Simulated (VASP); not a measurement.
A run of VASP 6.6.1 is set up as follows.

The input INCAR:

```
PREC = Accurate ; ENCUT = 520
EDIFF = 1E-6 ; ISMEAR = -1
SIGMA = 0.05 ; LREAL = F
LASPH = T ; NELM = 150
ALGO = Normal ; ISIF = 2
LWAVE = F ; LCHARG = F
ISPIN = 2 ; MAGMOM = 1.707 1.707 1.725 1.725
LORBIT = 11 ; LMAXMIX = 4
GGA = PE ; NBANDS = 30
```

KPOINTS

```
regular mesh
0
Gamma
  16 16 5
```

File POSCAR:

```
Co
1.0
    2.4267791068      0.0000000000      0.0000000000
   -1.2133895534      2.1016523559      0.0000000000
    0.0000000000      0.0000000000      7.8601926112
Co
4
Direct
    0.0000000000      1.0000000000      0.0000000000
    1.0000000000      1.0000000000      0.5000000000
    0.3333333333      0.6666666667      0.2500000000
    0.6666666667      0.3333333333      0.7500000000
```

Potentials or basis: VASP PAW PBE potentials, release 64 (Co).

Command:

```sh
$ cat potpaw_PBE.64/Co/POTCAR > POTCAR
$ mpirun -np 1 vasp_std > vasp.out
```

Q: What does it give for the pressure?

A: 20.2 GPa.

Q: Predict the net moment.

A: 6.26 μB per cell.

Q: Predict the site moments.

A: Co +1.56, +1.58 (each value once) μB.

Stress tensor (GPa, compression positive):
```
19.93  0.00  0.00
 0.00 19.93  0.00
 0.00  0.00 20.78
```

Caveat: the cell stands under pressure.
